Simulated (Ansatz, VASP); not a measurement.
# One calculation of KPd, two programs

The input INCAR:

```
PREC     = Accurate       # precision mode
ENCUT    = 520            # plane-wave cutoff, eV
EDIFF    = 1E-6           # SCF threshold, eV
ISMEAR   = 0              # smearing method
SIGMA    = 0.1            # smearing width, eV
LREAL    = F              # projectors in reciprocal space
LASPH    = T              # aspherical terms in the spheres
NELM     = 80             # most SCF steps
ALGO     = Normal         # electronic algorithm
ISIF     = 2              # what is computed and relaxed
LWAVE    = F              # write WAVECAR
LCHARG   = F              # write CHGCAR
GGA      = PE             # functional
NBANDS   = 27             # bands
```

File KPOINTS:

```
Automatic mesh
0
Gamma
  4 4 4
```

POSCAR

```
KPd
1.0
    2.2388409257     -5.6805996138      0.0000000000
    2.2388409257      5.6805996138      0.0000000000
    0.0000000000      0.0000000000      4.3362930908
K Pd
2 2
Direct
    0.8620000000      0.1380000000      0.7500000000
    0.1380000000      0.8620000000      0.2500000000
    0.5830000000      0.4170000000      0.7500000000
    0.4170000000      0.5830000000      0.2500000000
```

Input for Ansatz:

```yaml
crystal:
  lattice:
    - [2.2388409257, -5.6805996138, 0.0]
    - [2.2388409257, 5.6805996138, 0.0]
    - [0.0, 0.0, 4.3362930908]
  atoms:
    - { symbol: K, position: [0.862, 0.138, 0.75] }
    - { symbol: K, position: [0.138, 0.862, 0.25] }
    - { symbol: Pd, position: [0.583, 0.417, 0.75] }
    - { symbol: Pd, position: [0.417, 0.583, 0.25] }
basis:
  ecutwfc: 420
kpoints:
  mp_grid: { grid: [4, 4, 4] }
hamiltonian:
  xc: pbe
scf:
  occupations: { method: gaussian, width: 0.1 }
  lower_state_search: "off"
output:
  forces: true
  stress: true
  eigenvalues: true
```

Alike in both runs: task single point; functional PBE; k mesh 4 × 4 × 4; occupations gaussian, width 0.1 eV; no spin polarisation.

|  | VASP | Ansatz |
| --- | --- | --- |
| version | VASP 6.6.1 | Ansatz 0.2.0 |
| potentials or method | VASP PAW PBE potentials, release 64 (K_sv, Pd), cutoff 520 eV | scalar-relativistic, plane waves, PAW |
| valence electrons in the cell | 38 | 54 |

Ansatz gave:

| Quantity | Value |
| --- | --- |
| gap on the k mesh at the Fermi level (eV) | none |
| pressure (GPa) | 1.4 |
| traceless stress, the component that is largest in VASP (GPa) | 2.49 |
| rms of the force components (eV/Å) | 0.406 |

Q: Estimate VASP's values.

A: gap on the k mesh at the Fermi level (eV): none; pressure (GPa): 1.4; traceless stress, the component that is largest in VASP (GPa): 2.52; rms of the force components (eV/Å): 0.413.

Atom by atom the forces differ by 0.007 eV/Å (rms over components). A gap of «none» marks a metal or a gap that the smearing closes. VASP's potentials hold 38 valence electrons a cell and Ansatz's 54, so a difference there can come from the potentials and not from the codes.

The k mesh is coarse, so the values compare programs but aren't converged.
